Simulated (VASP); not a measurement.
Set up this calculation in VASP 6.6.1, as the native input.

```yaml
Task: single point
Functional: PBEsol
Potentials_or_basis: VASP PAW PBE potentials, release 64 (Ti_sv)
Cutoff: 520 eV
k_mesh: 12 × 12 × 14
Occupations: gaussian, width 0.1 eV
Spin: no spin polarisation
Dipole_correction: no
Further_INCAR_settings: ALGO = Fast; EDIFF = 1e-06; NBANDS = 25
```

The structure of Ti lies in POSCAR:

```
Ti
1.0
    4.4539982230      0.0000000000      0.0000000000
   -2.2269991115      3.8572756095      0.0000000000
    0.0000000000      0.0000000000      2.7663289639
Ti
3
Direct
    0.0000000000      0.0000000000      0.0000000000
    0.3333333333      0.6666666667      0.5000000000
    0.6666666667      0.3333333333      0.5000000000
```

This isn't the form of Ti at room conditions, which is hcp.

The input as run:

INCAR

```
SYSTEM = Ti
  PREC = Accurate
  ENCUT = 520
  EDIFF = 1E-6
  ISMEAR = 0
  SIGMA = 0.1
  LREAL = .FALSE.
  LASPH = .TRUE.
  NELM = 100
  ALGO = Fast
  ISIF = 2
  LWAVE = .FALSE.
  LCHARG = .FALSE.
  GGA = PS
  NBANDS = 25
```

KPOINTS

```
regular mesh
0
G
  12 12 14
  0 0 0
```

Potentials or basis: VASP PAW PBE potentials, release 64 (Ti_sv).

Command:

```bash
$ cat potpaw_PBE.64/Ti_sv/POTCAR > POTCAR
$ mpirun -np 1 vasp_std > vasp.out
```

Results of the run:

The pressure is 4.6 GPa. The band gap on the k mesh is zero (bands 18 and 19 overlap by 0.38 eV).

Caveat: the cell stands under pressure; the PAW data sets were made with another functional, which shifts forces and pressure a little.

Run time: 9.2 min on 1 thread of Intel Xeon 8259CL, on a shared host, peak memory 0.28 GiB.
